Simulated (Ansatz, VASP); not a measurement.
**TiSb: VASP beside Ansatz**

File INCAR:

```
PREC     = Accurate       # precision mode
ENCUT    = 520            # plane-wave cutoff, eV
EDIFF    = 1E-6           # SCF threshold, eV
ISMEAR   = -1             # smearing method
SIGMA    = 0.03           # smearing width, eV
LREAL    = F              # projectors in reciprocal space
LASPH    = T              # aspherical terms in the spheres
NELM     = 100            # most SCF steps
ALGO     = Normal         # electronic algorithm
ISIF     = 2              # what is computed and relaxed
LWAVE    = F              # write WAVECAR
LCHARG   = T              # write CHGCAR
LELF     = T              # ELF
LVHAR    = T            
NBANDS   = 25             # bands
```

File KPOINTS:

```
Automatic mesh
0
Gamma
  12 12 7
```

POSCAR

```
TiSb
1.0
    4.1032991169      0.0000000000      0.0000000000
   -2.0516495585      3.5535612746      0.0000000000
    0.0000000000      0.0000000000      6.2207640000
Ti Sb
2 2
Direct
    0.0000000000      0.0000000000      0.0000000000
    0.0000000000      0.0000000000      0.5000000000
    0.3333333333      0.6666666667      0.2500000000
    0.6666666667      0.3333333333      0.7500000000
```

Input for Ansatz:

```yaml
crystal:
  lattice:
    - [4.1032991169, 0.0, 0.0]
    - [-2.0516495585, 3.5535612746, 0.0]
    - [0.0, 0.0, 6.220764]
  atoms:
    - { symbol: Ti, position: [0.0, 0.0, 0.0] }
    - { symbol: Ti, position: [0.0, 0.0, 0.5] }
    - { symbol: Sb, position: [0.3333333333, 0.6666666667, 0.25] }
    - { symbol: Sb, position: [0.6666666667, 0.3333333333, 0.75] }
kpoints:
  mp_grid: { grid: [12, 12, 7] }
  band_path:
    path:
      - [0.0, 0.0, 0.0]
      - [0.5, 0.0, 0.0]
      - [0.3333333333, 0.3333333333, 0.0]
      - [0.0, 0.0, 0.0]
      - [0.0, 0.0, 0.5]
      - [0.5, 0.0, 0.5]
      - [0.3333333333, 0.3333333333, 0.5]
      - [0.0, 0.0, 0.5]
      - [0.5, 0.0, 0.5]
    npoints: 5
scf:
  occupations: { method: fermi_dirac, width: 0.03 }
hamiltonian:
  xc: lda
  pseudopotentials: { kind: all_electron, lapw: { basis_error: 0.001 } }
output:
  forces: true
  stress: true
  eigenvalues: true
```

Change from the starting cell: zz strain of -1 %.

Alike in both runs: task single point; functional LDA; k mesh 12 × 12 × 7; occupations fermi-dirac, width 0.03 eV; no spin polarisation.

```csv
,VASP,Ansatz
version,VASP 6.6.1,Ansatz 0.2.0
potentials or method,"VASP PAW LDA potentials, release 64 (Ti_sv, Sb), cutoff 520 eV","all-electron LAPW, scalar-relativistic"
```

```csv
,VASP,Ansatz,Ansatz less VASP
pressure (GPa),-7.5,-7.7,-0.23
"traceless stress, the component that is largest in VASP (GPa)",0.05,0.02,-0.034
```

LDA's correlation is that of Perdew and Zunger in VASP and of Perdew and Wang (1992) in Ansatz. Ansatz ran all-electron here, and VASP with PAW potentials.

Neither program's run includes spin-orbit coupling.
